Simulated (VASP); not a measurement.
Set up this calculation in VASP 6.6.1, as the native input.

```yaml
Task: single point
Functional: PBE
Potentials_or_basis: VASP PAW PBE potentials, release 64 (C)
Cutoff: 520 eV
k_mesh: 14 × 4 × 1
Occupations: gaussian, width 0.1 eV
Spin: no spin polarisation
Dipole_correction: yes
Further_INCAR_settings: ALGO = Normal; EDIFF = 1e-06; NBANDS = 36
```

The structure of C lies in POSCAR:

```
C
1.0
    2.4663511028      0.0000000000      0.0000000000
    0.0000000000      9.5322809580      0.0000000000
    0.0000000000      0.0000000000     25.1836330461
C
12
Direct
    0.0000000000      0.1356580417      0.2994496410
    0.5000000000      0.1650005721      0.3213915797
    0.5000000000      0.2347103119      0.3737327756
    0.0000000000      0.2675422583      0.3984753583
    0.0000000000      0.3349998844      0.4494654861
    0.5000000000      0.3681287913      0.4745590416
    0.5000000000      0.4352551851      0.5254313967
    0.0000000000      0.4683780462      0.5505267258
    0.0000000000      0.5358102642      0.6015217328
    0.5000000000      0.5686259138      0.6262672649
    0.5000000000      0.6382944888      0.6786165647
    0.0000000000      0.6676139173      0.7005624329
```

One way to write it, as run:

INCAR

```
SYSTEM = C
ALGO     = Normal         ! electronic algorithm
DIPOL    = 0.5 0.5 0.500
EDIFF    = 1E-6           ! SCF threshold, eV
ENCUT    = 520            ! plane-wave cutoff, eV
GGA      = PE             ! functional
IDIPOL   = 3            
ISIF     = 2              ! what is computed and relaxed
ISMEAR   = 0              ! smearing method
LASPH    = .True.         ! aspherical terms in the spheres
LCHARG   = .False.        ! write CHGCAR
LDIPOL   = .True.       
LREAL    = .False.        ! projectors in reciprocal space
LWAVE    = .False.        ! write WAVECAR
NBANDS   = 36             ! bands
NELM     = 100            ! most SCF steps
PREC     = Accurate       ! precision mode
SIGMA    = 0.1            ! smearing width, eV
```

KPOINTS

```
k-points
0
Gamma
  14 4 1
  0 0 0
```

Potentials or basis: VASP PAW PBE potentials, release 64 (C).

Command:

```bash
$ cat potpaw_PBE.64/C/POTCAR > POTCAR
$ mpirun -np 1 vasp_std > vasp.out
```

It gave:

The largest force is 0.040 eV/Å and the band gap on the k mesh is zero (band 24 reaches -3.34 eV, above the bottom of band 25 at -3.70 eV).

It took 22 min on 1 thread of Oxide Virtual Turin-like Processor (shared host), peak memory 0.71 GiB.
